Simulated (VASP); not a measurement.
A run of VASP 6.6.1 is set up as follows.

The input INCAR:

```
  ALGO = Normal
  EDIFF = 1E-6
  ENCUT = 520
  GGA = PE
  ISIF = 2
  ISMEAR = -1
  ISPIN = 2
  LASPH = T
  LCHARG = F
  LMAXMIX = 6
  LORBIT = 11
  LREAL = F
  LWAVE = F
  MAGMOM = 7 -7 0 3 0 0 0 0 0 0
  NBANDS = 60
  NELM = 150
  PREC = Accurate
  SIGMA = 0.1
```

File KPOINTS:

```
k-points
0
Gamma
  4 4 4
```

Contents of POSCAR:

```
LiEu2CrCl6
1.0
    0.0000000000      4.8654998900      4.8654998900
    4.8654998900      0.0000000000      4.8654998900
    4.8654998900      4.8654998900      0.0000000000
Eu Li Cr Cl
2 1 1 6
Direct
    0.2500000000      0.2500000000      0.2500000000
    0.7500000000      0.7500000000      0.7500000000
    0.5000000000      0.5000000000      0.5000000000
    0.0000000000      0.0000000000      0.0000000000
    0.2313500000      0.7686500000      0.7686500000
    0.7686500000      0.2313500000      0.7686500000
    0.7686500000      0.2313500000      0.2313500000
    0.2313500000      0.7686500000      0.2313500000
    0.7686500000      0.7686500000      0.2313500000
    0.2313500000      0.2313500000      0.7686500000
```

Potentials or basis: VASP PAW PBE potentials, release 64 (Eu, Li_sv, Cr_pv, Cl).

Command:

```console
$ cat potpaw_PBE.64/Eu/POTCAR potpaw_PBE.64/Li_sv/POTCAR potpaw_PBE.64/Cr_pv/POTCAR potpaw_PBE.64/Cl/POTCAR > POTCAR
$ mpirun -np 1 vasp_std > vasp.out
```

(1) Predict the site moments.

(2) Estimate the largest force.

(3) Predict the net moment.

Results:

(1) Eu +6.72, -6.76; Li -0.00; Cr +1.36; Cl +0.00 μB.

(2) 1.593 eV/Å.

(3) 1.32 μB per cell.

Caveat: forces of over 1 eV/Å act on the atoms, so gaps and moduli don't describe the material at rest.
